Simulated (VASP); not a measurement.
Wanted: the native input for a VASP 6.6.1 run.

```yaml
Task: single point
Functional: r2SCAN
Potentials_or_basis: VASP PAW PBE potentials, release 64 (Sr_sv, Os)
Cutoff: 520 eV
k_mesh: 10 × 10 × 10
Occupations: gaussian, width 0.05 eV
Spin: no spin polarisation
Dipole_correction: no
Further_INCAR_settings: ALGO = Normal; EDIFF = 1e-06; NBANDS = 16
```

SrOs:

```
Sr Os
1.0
     3.60037    0.00000    0.00000
     0.00000    3.60037    0.00000
     0.00000    0.00000    3.60037
Sr Os
1 1
Direct
  0.00000 0.00000 0.00000
  0.50000 0.50000 0.50000
```

One way to write it, as run:

POSCAR

```
SrOs
1.0
    3.6003672161      0.0000000000      0.0000000000
    0.0000000000      3.6003672161      0.0000000000
    0.0000000000      0.0000000000      3.6003672161
Sr Os
1 1
Direct
    0.0000000000      0.0000000000      0.0000000000
    0.5000000000      0.5000000000      0.5000000000
```

INCAR.step1

```
SYSTEM = SrOs
PREC = Accurate
ENCUT = 520
ISMEAR = 0
SIGMA = 0.05
LREAL = .False.
LASPH = .True.
NELM = 100
NBANDS = 16
GGA = PE
ALGO = Normal
EDIFF = 1E-4
LWAVE = .True.
LCHARG = .False.
```

INCAR.step2

```
SYSTEM = SrOs
PREC = Accurate
ENCUT = 520
EDIFF = 1E-6
ISMEAR = 0
SIGMA = 0.05
LREAL = .False.
LASPH = .True.
NELM = 100
ALGO = Normal
ISIF = 2
LWAVE = .False.
LCHARG = .False.
METAGGA = R2SCAN
LMIXTAU = .True.
NBANDS = 16
ISTART = 1
```

KPOINTS

```
Automatic mesh
0
Gamma
  10 10 10
  0 0 0
```

Potentials or basis: VASP PAW PBE potentials, release 64 (Sr_sv, Os).

The run is started by

```sh
$ cat potpaw_PBE.64/Sr_sv/POTCAR potpaw_PBE.64/Os/POTCAR > POTCAR
$ cp INCAR.step1 INCAR
$ mpirun -np 1 vasp_std > vasp.out
$ cp INCAR.step2 INCAR
$ mpirun -np 1 vasp_std > vasp.out
```

Results of the run:

| Quantity | Value |
| --- | --- |
| Pressure | -0.5 GPa |
| Band gap on the k mesh | zero (bands 9 and 10 overlap by 1.86 eV) |

Caveat: the PAW data sets were made with another functional, which shifts forces and pressure a little; spin-orbit coupling is left out, which moves the levels of the heavy elements.

Run time: 93 s on 1 thread of AMD EPYC 9R45 96-Core Processor (Zen 5), with other jobs on the host, peak memory 0.17 GiB.
